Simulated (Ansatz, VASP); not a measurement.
# Zr in VASP and in Ansatz

INCAR

```
SYSTEM = Zr
  PREC = Accurate
  ENCUT = 520
  EDIFF = 1E-6
  ISMEAR = -1
  SIGMA = 0.1
  LREAL = .FALSE.
  LASPH = .TRUE.
  NELM = 100
  ALGO = Normal
  ISIF = 2
  LWAVE = .FALSE.
  LCHARG = .FALSE.
  GGA = PS
  NBANDS = 19
```

The input KPOINTS:

```
Automatic mesh
0
G
  12 12 12
  0 0 0
```

Contents of POSCAR:

```
Zr
1.0
    0.0000000000      2.6991763666      2.6991763666
    2.6991763666      0.0000000000      2.6991763666
    2.6991763666      2.6991763666      0.0000000000
Zr
2
Direct
   -0.1250000000     -0.1250000000     -0.1250000000
    0.1250000000      0.1250000000      0.1250000000
```

Input for Ansatz:

```yaml
crystal:
  lattice:
    - [0.0, 2.6991763666, 2.6991763666]
    - [2.6991763666, 0.0, 2.6991763666]
    - [2.6991763666, 2.6991763666, 0.0]
  atoms:
    - { symbol: Zr, position: [-0.125, -0.125, -0.125] }
    - { symbol: Zr, position: [0.125, 0.125, 0.125] }
kpoints:
  mp_grid: { grid: [12, 12, 12] }
scf:
  occupations: { method: fermi_dirac, width: 0.1 }
hamiltonian:
  xc: pbesol
  pseudopotentials: { kind: all_electron, lapw: { basis_error: 0.001 } }
output:
  forces: true
  stress: true
  eigenvalues: true
  populations: true
```

Change from the starting cell: volume scaled by 0.68, LAPW.

Alike in both runs: task single point; functional PBEsol; k mesh 12 × 12 × 12; occupations fermi-dirac, width 0.1 eV; no spin polarisation.

|  | VASP | Ansatz |
| --- | --- | --- |
| version | VASP 6.6.1 | Ansatz 0.2.0 |
| potentials or method | VASP PAW PBE potentials, release 64 (Zr_sv), cutoff 520 eV | all-electron LAPW, scalar-relativistic |

```tsv
	VASP	Ansatz	Ansatz less VASP
pressure (GPa)	33.2	32.2	-0.95
```

VASP's potentials were made for PBE, not for PBEsol. Both programs put the cell under a high pressure, so it lies far from rest at this level. Ansatz ran all-electron here, and VASP with PAW potentials.
